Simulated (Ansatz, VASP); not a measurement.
Two plane-wave programs on BiO5

```
Bi O
1.0
     4.12408    0.00000    0.00000
     0.00000    3.06288    3.05326
     0.00000   -3.06288    3.05326
Bi O
1 5
Direct
  0.00000 0.80329 0.80329
  0.00000 0.29929 0.79569
  0.00000 0.79569 0.29929
  0.50000 0.77283 0.77283
  0.35663 0.29676 0.29676
  0.64337 0.29676 0.29676
```

Alike in both runs: functional PBE; k mesh 3 × 4 × 4; occupations gaussian, width 0.2 eV; no spin polarisation.

Ansatz relaxed the structure, and its values are those at the end. VASP's run is a single point on that final structure, the one shown.

```csv
,VASP,Ansatz
version,VASP 6.6.1,Ansatz 0.2.0
potentials or method,"VASP PAW PBE potentials, release 64 (Bi_d, O), cutoff 600 eV","scalar-relativistic, plane waves, PAW"
valence electrons in the cell,45,45
```

VASP gave:

```
gap on the k mesh at the Fermi level (eV) : none
pressure (GPa)                            : 1.5
rms of the force components (eV/Å)        : 0.549
```

Problem. What did Ansatz give for the same quantities?

Solution. gap on the k mesh at the Fermi level (eV): none; pressure (GPa): 0.2; rms of the force components (eV/Å): 0.004.

A gap of «none» marks a metal or a gap that the smearing closes.

The k mesh is coarse, so the values compare programs but aren't converged. Spin-orbit coupling is off throughout. Noted on VASP's run: the standard files for N, O and F lose accuracy on very short bonds.
